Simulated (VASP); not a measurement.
Set up this calculation in VASP 6.6.1, as the native input.

```yaml
Task: single point
Functional: r2SCAN
Potentials_or_basis: VASP PAW PBE potentials, release 64 (Ba_sv, S)
Cutoff: 520 eV
k_mesh: 8 × 8 × 8
Occupations: gaussian, width 0.01 eV
Spin: no spin polarisation
Dipole_correction: no
Further_INCAR_settings: ALGO = Normal; EDIFF = 1e-06; NBANDS = 15
```

BaS:

```
Ba S
1.0
     0.00000    3.34541    3.34541
     3.34541    0.00000    3.34541
     3.34541    3.34541    0.00000
Ba S
1 1
Direct
  0.00000 0.00000 0.00000
  0.50000 0.50000 0.50000
```

This cell differs from its parent crystal: strain +4.2%.

The input as run:

POSCAR

```
BaS
1.0
    0.0000000000      3.3454065823      3.3454065823
    3.3454065823      0.0000000000      3.3454065823
    3.3454065823      3.3454065823      0.0000000000
Ba S
1 1
Direct
    0.0000000000      0.0000000000      0.0000000000
    0.5000000000      0.5000000000      0.5000000000
```

INCAR.step1

```
SYSTEM = BaS
ALGO = Normal
EDIFF = 1E-4
ENCUT = 520
GGA = PE
ISMEAR = 0
LASPH = .TRUE.
LCHARG = .FALSE.
LREAL = .FALSE.
LWAVE = .TRUE.
NBANDS = 15
NELM = 100
PREC = Accurate
SIGMA = 0.01
```

INCAR.step2

```
SYSTEM = BaS
ALGO = Normal
EDIFF = 1E-6
ENCUT = 520
ISIF = 2
ISMEAR = 0
ISTART = 1
LASPH = .TRUE.
LCHARG = .FALSE.
LMIXTAU = .TRUE.
LREAL = .FALSE.
LWAVE = .FALSE.
METAGGA = R2SCAN
NBANDS = 15
NELM = 100
PREC = Accurate
SIGMA = 0.01
```

KPOINTS

```
k-points
0
G
  8 8 8
  0 0 0
```

Potentials or basis: VASP PAW PBE potentials, release 64 (Ba_sv, S).

The run is started by

```console
$ cat potpaw_PBE.64/Ba_sv/POTCAR potpaw_PBE.64/S/POTCAR > POTCAR
$ cp INCAR.step1 INCAR
$ mpirun -np 1 vasp_std > vasp.out
$ cp INCAR.step2 INCAR
$ mpirun -np 1 vasp_std > vasp.out
```

It gave:

```
Pressure               : -3.8 GPa
Band gap on the k mesh : 2.64 eV, indirect (least direct gap 2.83 eV)
```

Caveat: the cell differs from its parent crystal (strain +4.2%); the PAW data sets were made with another functional, which shifts forces and pressure a little; spin-orbit coupling is left out, which moves the levels of the heavy elements.

Run time: 58 s on 1 thread of Intel(R) Xeon(R) 6975P-C (Granite Rapids) (shared host), peak memory 0.22 GiB.
